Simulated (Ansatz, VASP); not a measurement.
## One calculation of Cd, two programs

The input INCAR:

```
SYSTEM = Cd
ALGO = Normal
EDIFF = 1E-6
ENCUT = 520
GGA = PS
ISIF = 2
ISMEAR = -1
LASPH = .True.
LCHARG = .False.
LREAL = .False.
LWAVE = .False.
NBANDS = 19
NELM = 80
PREC = Accurate
SIGMA = 0.05
```

KPOINTS

```
k-points
0
Gamma
  14 14 7
  0 0 0
```

The input POSCAR:

```
Cd
1.0
    2.9283733878      0.0000000000      0.0000000000
   -1.4641866939      2.5360457456      0.0000000000
    0.0000000000      0.0000000000      5.5224171956
Cd
2
Direct
    0.3333333333      0.6666666667      0.2500000000
    0.6666666667      0.3333333333      0.7500000000
```

Input for Ansatz:

```yaml
crystal:
  lattice:
    - [2.9283733878, 0.0, 0.0]
    - [-1.4641866939, 2.5360457456, 0.0]
    - [0.0, 0.0, 5.5224171956]
  atoms:
    - { symbol: Cd, position: [0.3333333333, 0.6666666667, 0.25] }
    - { symbol: Cd, position: [0.6666666667, 0.3333333333, 0.75] }
kpoints:
  mp_grid: { grid: [14, 14, 7] }
scf:
  occupations: { method: fermi_dirac, width: 0.05 }
hamiltonian:
  xc: pbesol
  pseudopotentials: { kind: all_electron, lapw: { basis_error: 0.00025 } }
output:
  forces: true
  stress: true
  eigenvalues: true
```

Change from the starting cell: volume scaled by 0.95.

Alike in both runs: task single point; functional PBEsol; k mesh 14 × 14 × 7; occupations fermi-dirac, width 0.05 eV; no spin polarisation.

|  | VASP | Ansatz |
| --- | --- | --- |
| version | VASP 6.6.1 | Ansatz 0.2.0 |
| potentials or method | VASP PAW PBE potentials, release 64 (Cd), cutoff 520 eV | all-electron LAPW, scalar-relativistic |

Ansatz gave:

| Item | Value |
| --- | --- |
| pressure (GPa) | 1.7 |
| traceless stress, the component that is largest in VASP (GPa) | -1.14 |

Question: Which values does VASP return?

Answer: Pressure (GPa): 2.2; traceless stress, the component that is largest in VASP (GPa): -1.33.

VASP's potentials were made for PBE, not for PBEsol. Ansatz ran all-electron here, and VASP with PAW potentials.
